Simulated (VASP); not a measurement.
# H2Os (Cmmm) in VASP: further runs

Runs on H2Os. Level: PBE. Tasks: single point.

Program: VASP 6.6.1. These are calculated values, not measurements. Logs are shortened: lines on timing, memory, paths and dates and some standing lists are left out, and cuts for length are marked.

### Step 1. The cell of the first run

The structure is orthorhombic, space group Cmmm (No. 65). Conventional cell: a = 3.603 Å, b = 5.009 Å, c = 2.506 Å, α = 90.00°, β = 90.00°, γ = 90.00°. H (site symmetry m2m) has 1 H at 1.43 Å and 3 Os at 1.79 to 1.94 Å within 2.0 Å. Os (site symmetry mmm) has 6 H at 1.79 to 1.94 Å within 2.4 Å.

The cell was generated, and may not be a known phase.

### Step 2. Single point, PBE

INCAR reads:

```
ALGO = Normal
EDIFF = 1E-7
ENCUT = 520
GGA = PE
ISIF = 2
ISMEAR = 0
LASPH = T
LCHARG = T
LELF = T
LREAL = F
LVHAR = T
LWAVE = F
NBANDS = 12
NELM = 60
PREC = Accurate
SIGMA = 0.1
```

KPOINTS reads:

```
k-points
0
Gamma
  6 6 4
```

POSCAR reads:

```
H2Os
1.0
    1.8013032626     -2.5045692009      0.0000000000
    1.8013032626      2.5045692009      0.0000000000
    0.0000000000      0.0000000000      2.5064091032
H Os
2 1
Direct
    0.8576475404      0.1423524596      0.5000000000
    0.1423524596      0.8576475404      0.5000000000
    0.5000000000      0.5000000000      0.5000000000
```

Potentials or basis: VASP PAW PBE potentials, release 64 (H, Os).

Command:

```sh
$ cat potpaw_PBE.64/H/POTCAR potpaw_PBE.64/Os/POTCAR > POTCAR
$ mpirun -np 1 vasp_std > vasp.out
```

OUTCAR:

```text
EDIFF = 1E-7
   ENCUT = 520
   GGA = PE
   ISIF = 2
   ISMEAR = 0
   LASPH = T
   LREAL = F
   NELM = 60
   PREC = Accurate

 ion  position               nearest neighbor table
   1  0.858  0.142  0.500-   3 1.79   3 1.94   3 1.94
   2  0.142  0.858  0.500-   3 1.79   3 1.94   3 1.94
   3  0.500  0.500  0.500-   1 1.79   2 1.79   2 1.94   1 1.94   2 1.94   1 1.94

  LATTYP: Found a base centered orthorhombic cell.
 ALAT       =     3.6026065252
 B/A-ratio  =     1.3904206209
 C/A-ratio  =     0.6957210247

  Lattice vectors:

 A1 = (   1.8013032626,  -2.5045692009,   0.0000000000)
 A2 = (   1.8013032626,   2.5045692009,   0.0000000000)
 A3 = (   0.0000000000,   0.0000000000,   2.5064091032)

Analysis of symmetry for initial positions (statically):
=====================================================================
 Subroutine PRICEL returns:
 Original cell was already a primitive cell.

 Routine SETGRP: Setting up the symmetry group for a
 base centered orthorhombic supercell.

 Subroutine GETGRP returns: Found  8 space group operations
 (whereof  8 operations were pure point group operations)
 out of a pool of  8 trial point group operations.

The static configuration has the point symmetry D_2h.

Analysis of symmetry for dynamics (positions and initial velocities):
=====================================================================
 Subroutine PRICEL returns:
 Original cell was already a primitive cell.

 Routine SETGRP: Setting up the symmetry group for a
 base centered orthorhombic supercell.

 Subroutine GETGRP returns: Found  8 space group operations
 (whereof  8 operations were pure point group operations)
 out of a pool of  8 trial point group operations.

The dynamic configuration has the point symmetry D_2h.

 Subroutine INISYM returns: Found  8 space group operations
 (whereof  8 operations are pure point group operations),
 and found     1 'primitive' translations

----------------------------------------------------------------------------------------

                                     Primitive cell

  volume of cell :      22.6153

  direct lattice vectors                    reciprocal lattice vectors
     1.801303263 -2.504569201  0.000000000     0.277576803 -0.199635131  0.000000000
     1.801303263  2.504569201  0.000000000     0.277576803  0.199635131  0.000000000
     0.000000000  0.000000000  2.506409103     0.000000000  0.000000000  0.398977166

  length of vectors
     3.085054347  3.085054347  2.506409103     0.341910905  0.341910905  0.398977166

  position of ions in fractional coordinates (direct lattice)
     0.857647540  0.142352460  0.500000000
     0.142352460  0.857647540  0.500000000
     0.500000000  0.500000000  0.500000000

  ion indices of the primitive-cell ions
   primitive index   ion index
                 1           1
                 2           2
                 3           3

----------------------------------------------------------------------------------------

 KPOINTS: k-points

Automatic generation of k-mesh.
 Grid dimensions read from file:
 generate k-points for:    6    6    4

 Generating k-lattice:

  Cartesian coordinates                     Fractional coordinates (reciprocal lattice)
     0.046262800 -0.033272522  0.000000000     0.166666667  0.000000000  0.000000000
     0.046262800  0.033272522  0.000000000     0.000000000  0.166666667  0.000000000
     0.000000000  0.000000000  0.099744291     0.000000000  0.000000000  0.250000000

  Length of vectors
     0.056985151  0.056985151  0.099744291

  Shift w.r.t. Gamma in fractional coordinates (k-lattice)
     0.000000000  0.000000000  0.000000000

 Subroutine IBZKPT returns following result:
 ===========================================

 Found     39 irreducible k-points:

 Following reciprocal coordinates:
            Coordinates               Weight
  0.000000  0.000000  0.000000      1.000000
  0.166667  0.000000  0.000000      4.000000
  0.333333  0.000000  0.000000      4.000000
  0.500000  0.000000  0.000000      2.000000
  0.166667  0.166667  0.000000      2.000000
  0.333333  0.166667  0.000000      4.000000
[... 16 lines left out ...]
  0.333333  0.333333  0.250000      4.000000
  0.500000  0.333333  0.250000      8.000000
 [... further k-points ...]
   k-points           NKPTS =     39   k-points in BZ     NKDIM =     39   number of bands    NBANDS=     12
   number of dos      NEDOS =    301   number of ions     NIONS =      3
   total plane-waves  NPLWV =  11520
   dimension x,y,z NGX =    24 NGY =   24 NGZ =   20
   dimension x,y,z NGXF=    48 NGYF=   48 NGZF=   40
   ions per type =               2   1
   NGX,Y,Z   is equivalent  to a cutoff of  12.93, 12.93, 13.27 a.u.
   NGXF,Y,Z  is equivalent  to a cutoff of  25.87, 25.87, 26.53 a.u.
 SYSTEM =  unknown system
   PREC   = accura    normal or accurate (medium, high low for compatibility)
   ISTART =      0    job   : 0-new  1-cont  2-samecut
   ICHARG =      2    charge: 1-file 2-atom 10-const
   ISPIN  =      1    spin polarized calculation?
   LNONCOLLINEAR =      F non collinear calculations
   LSORBIT =      F    spin-orbit coupling
   LASPH  =      T    aspherical Exc in radial PAW
   ENCUT  =  520.0 eV  38.22 Ry    6.18 a.u.   5.74  5.74  4.66*2*pi/ulx,y,z
   NELM   =     60;   NELMIN=  2; NELMDL= -5     # of ELM steps
   EDIFF  = 0.1E-06   stopping-criterion for ELM
   LREAL  =      F    real-space projection
   EDIFFG = 0.1E-05   stopping-criterion for IOM
   NSW    =      0    number of steps for IOM
   IBRION =     -1    ionic relax: 0-MD 1-quasi-New 2-CG
   NFREE  =      0    steps in history (QN), initial steepest desc. (CG)
   ISIF   =      2    stress and relaxation
   ISYM   =      2    0-nonsym 1-usesym 2-fastsym
   POTIM  = 0.5000    time-step for ionic-motion
   TEBEG  =    0.0;   TEEND  =   0.0 temperature during run
   PSTRESS=    0.0 pullay stress
   NELECT =      10.0000    total number of electrons
   NUPDOWN=      -1.0000    fix difference up-down
   EMIN   =  10.00;   EMAX   =-10.00  energy-range for DOS
   EFERMI =   0.00;   METHOD = LEGACY
   ISMEAR =     0;   SIGMA  =   0.10  broadening in eV -4-tet -1-fermi 0-gaus
   EFERMI_NEDOS =   21; number of points for ismear=-14 and -15
   IALGO  =     38    algorithm
   IMIX   =      4    mixing-type and parameters
     AMIX     =   0.40;   BMIX     =  1.00
     AMIX_MAG =   1.60;   BMIX_MAG =  1.00
  volume/ion in A,a.u.               =       7.54        50.87
  Fermi-wavevector in a.u.,A,eV,Ry     =   1.247214  2.356892 21.164436  1.555542
  Thomas-Fermi vector in A             =   2.381356
   LORBIT       =      0    0 simple, 1 ext, 2 COOP (PROOUT), +10 PAW based schemes
   GGA     = PE    functional components
   LHFCALC =     F    Hartree Fock is set to
   AEXX    =    0.0000 exact exchange contribution
   IVDW    =     0    specifies the selected vdW correction
   LEPSILON=     F    determine dielectric tensor
   LRPA    =     F    only Hartree local field effects (RPA)
 non-spin polarized calculation
 Gauss-broadening in eV      SIGMA  =   0.10
  energy-cutoff  :      520.00
  volume of cell :       22.62
 maximum number of plane-waves:       620
   NGX = 11   NGY = 11   NGZ =  9

 number of electron      10.0000000 magnetization

 Free energy of the ion-electron system (eV)
  ---------------------------------------------------
  ext. energy  EPLUGINS =         0.00000000
  ---------------------------------------------------
  free energy    TOTEN  =       -16.22885073 eV

  energy without entropy =      -16.22710634  energy(sigma->0) =      -16.22797853

 E-fermi :   5.9586     XC(G=0): -12.2358

 val. band max:        5.4128634222   @ k =   0.3333   0.1667   0.5000
 cond. band min:       6.0342606443   @ k =   0.5000   0.3333   0.0000
 fundamental gap:      0.6213972222
 Fermi energy:         5.9585719512

 k-point     1 :       0.0000    0.0000    0.0000
  band No.  band energies     occupation
      1      -6.6403      2.00000
      2       0.4288      2.00000
      3       1.5508      2.00000
      4       3.7008      2.00000
      5       6.6353      0.00000
      6       7.6085      0.00000
      7       7.7610      0.00000
      8      16.6065      0.00000
      9      18.0220      0.00000
     10      20.7470      0.00000
     11      21.2803      0.00000
     12      23.9919      0.00000

 k-point     2 :       0.1667    0.0000    0.0000
  band No.  band energies     occupation
      1      -6.0034      2.00000
      2       0.5155      2.00000
      3       0.8304      2.00000
      4       3.3934      2.00000
      5       7.3506      0.00000
      6       7.6947      0.00000
      7       8.5383      0.00000
      8      13.2856      0.00000
      9      18.4036      0.00000
     10      20.1111      0.00000
     11      21.7557      0.00000
     12      24.7076      0.00000

 k-point     3 :       0.3333    0.0000    0.0000
  band No.  band energies     occupation
      1      -4.3143      2.00000
      2      -0.7462      2.00000
      3       0.6961      2.00000
      4       4.1489      2.00000
      5       6.8004      0.00000
      6       7.6673      0.00000
      7       8.1425      0.00000
      8      13.7108      0.00000
      9      15.4551      0.00000
     10      19.2172      0.00000
     11      24.2073      0.00000
     12      25.1030      0.00000
[... 286 lines left out ...]
 k-point    23 :       0.3333    0.3333    0.2500
  band No.  band energies     occupation
      1      -2.5304      2.00000
      2       0.3369      2.00000
      3       3.5409      2.00000
      4       4.0396      2.00000
      5       4.4557      2.00000
      6       6.2372      0.00008
      7       9.0310      0.00000
      8       9.3664      0.00000
      9      17.7025      0.00000
     10      19.9812      0.00000
     11      22.0407      0.00000
     12      23.9289      0.00000

 k-point    24 :       0.5000    0.3333    0.2500
  band No.  band energies     occupation
      1      -2.9201      2.00000
      2       0.2207      2.00000
      3       3.5339      2.00000
      4       4.0318      2.00000
      5       4.6507      2.00000
      6       6.8254      0.00000
      7       9.0491      0.00000
      8      11.1840      0.00000
      9      17.0077      0.00000
     10      18.0758      0.00000
     11      19.9112      0.00000
     12      25.2975      0.00000

 [... further k-points ...]
[... 5 lines left out ...]
  --------------------------------------------------------------------------------------
  -------------------------------------------------------------------------------------
  Total        0.0651733      0.1435194     -0.0279763      0.0000000      0.0000000      0.0000000
  in kB        4.6172000     10.1676236     -1.9819810      0.0000000      0.0000000      0.0000000
  external PRESSURE =       4.2676142 kB  Pullay stress =       0.0000000 kB

 VOLUME and BASIS-vectors are now :
 -----------------------------------------------------------------------------
  energy-cutoff  :      520.00
  volume of cell :       22.62
      direct lattice vectors                 reciprocal lattice vectors
     1.801303263 -2.504569201  0.000000000     0.277576803 -0.199635131  0.000000000
     1.801303263  2.504569201  0.000000000     0.277576803  0.199635131  0.000000000
     0.000000000  0.000000000  2.506409103     0.000000000  0.000000000  0.398977166

 POSITION                                       TOTAL-FORCE (eV/Angst)
 -----------------------------------------------------------------------------------
      1.80130     -1.79151      1.25320         0.000000     -0.023065     -0.000000
      1.80130      1.79151      1.25320         0.000000      0.023065      0.000000
      1.80130      0.00000      1.25320        -0.000000      0.000000      0.000000
 -----------------------------------------------------------------------------------
    total drift:                               -0.000000     -0.000000     -0.000000

  FREE ENERGIE OF THE ION-ELECTRON SYSTEM (eV)
  ---------------------------------------------------
  free  energy   TOTEN  =       -16.2288507282 eV

  energy  without entropy=      -16.2271063360  energy(sigma->0) =      -16.22797853
```

Wall time 14 s (1 thread of Intel Xeon 8259CL, shared host); peak memory 0.14 GiB.

Results:

```
Free energy            : -16.2289 eV
Pressure               : 0.4 GPa
Largest force          : 0.023 eV/Å
Band gap on the k mesh : zero (bands 5 and 6 overlap by 2.53 eV)
```

Forces in eV/Å, atoms in the order of the input:
```
H    0.000 -0.023  0.000
H    0.000  0.023  0.000
Os   0.000  0.000  0.000
```

Stress tensor (GPa, compression positive):
```
 0.46  0.00  0.00
 0.00  1.02  0.00
 0.00  0.00 -0.20
```

Caveat: the k points lie up to 0.63 Å⁻¹ apart, too coarse for converged energies and pressures of a metal; spin-orbit coupling is left out, which moves the levels of the heavy elements.

### Step 3. Single point, PBE

This run uses another cell than the first one, of 7.64 Å³/atom.

INCAR reads:

```
  ALGO = Normal
  EDIFF = 1E-6
  ENCUT = 520
  GGA = PE
  ISIF = 2
  ISMEAR = 0
  LASPH = T
  LCHARG = F
  LREAL = F
  LWAVE = F
  NBANDS = 12
  NELM = 100
  PREC = Accurate
  SIGMA = 0.1
```

KPOINTS reads:

```
k-points
0
Gamma
  6 6 6
```

POSCAR reads:

```
H2Os
1.0
    1.8099708155     -2.4378256614      0.0000000000
    1.8099708155      2.4378256614      0.0000000000
    0.0000000000      0.0000000000      2.5981579021
H Os
2 1
Direct
    0.8620182028      0.1379817972      0.5000000000
    0.1379817972      0.8620182028      0.5000000000
    0.5000000000      0.5000000000      0.5000000000
```

Potentials or basis: VASP PAW PBE potentials, release 64 (H, Os).

Command:

```sh
$ cat potpaw_PBE.64/H/POTCAR potpaw_PBE.64/Os/POTCAR > POTCAR
$ mpirun -np 1 vasp_std > vasp.out
```

It took 16 s on 1 thread of Intel Xeon 8259CL, shared host; peak memory 0.14 GiB.

The run converged. Its results:

| Quantity | Value |
| --- | --- |
| Free energy | -15.7760 eV |
| Pressure | 0.5 GPa |
| Largest force | 0.020 eV/Å |
| Band gap on the k mesh | zero (bands 5 and 6 overlap by 2.57 eV) |

Forces on the atoms (eV/Å):
```
H    0.000 -0.020  0.000
H    0.000  0.020  0.000
Os   0.000  0.000  0.000
```

Stress tensor (GPa, compression positive):
```
0.77 0.00 0.00
0.00 0.86 0.00
0.00 0.00 0.00
```

Levels at points of the mesh, in eV from the Fermi level:
| k point | band 2 | band 3 | band 4 | band 5 | band 6 | band 7 | band 8 | band 9 |
| --- | --- | --- | --- | --- | --- | --- | --- | --- |
| (0.00, 0.00, 0.00) | -5.53 | -4.42 | -1.90 | 1.23 | 1.23 | 1.37 | 10.84 | 11.62 |
| (0.50, 0.00, 0.00) | -8.16 | -5.10 | -1.71 | -0.04 | 1.29 | 1.83 | 7.80 | 11.17 |
| (0.50, 0.50, 0.00) | -4.86 | -4.84 | -0.03 | 0.62 | 0.64 | 2.89 | 3.72 | 8.59 |
| (0.00, 0.00, 0.50) | -3.46 | -2.28 | -1.94 | -1.29 | -1.26 | 2.59 | 5.53 | 13.71 |
| (0.50, 0.00, 0.50) | -6.14 | -5.32 | -2.14 | -1.04 | 1.82 | 3.32 | 7.61 | 10.53 |
| (0.50, 0.50, 0.50) | -5.05 | -3.59 | -2.37 | 1.01 | 2.19 | 4.96 | 7.58 | 8.43 |

Caveat: the k points lie up to 0.40 Å⁻¹ apart, too coarse for converged energies and pressures of a metal; spin-orbit coupling is left out, which moves the levels of the heavy elements.

(Part 1 of 2 ends here.)

The gap in the log of VASP goes by the Fermi energy; the results here count the filled bands.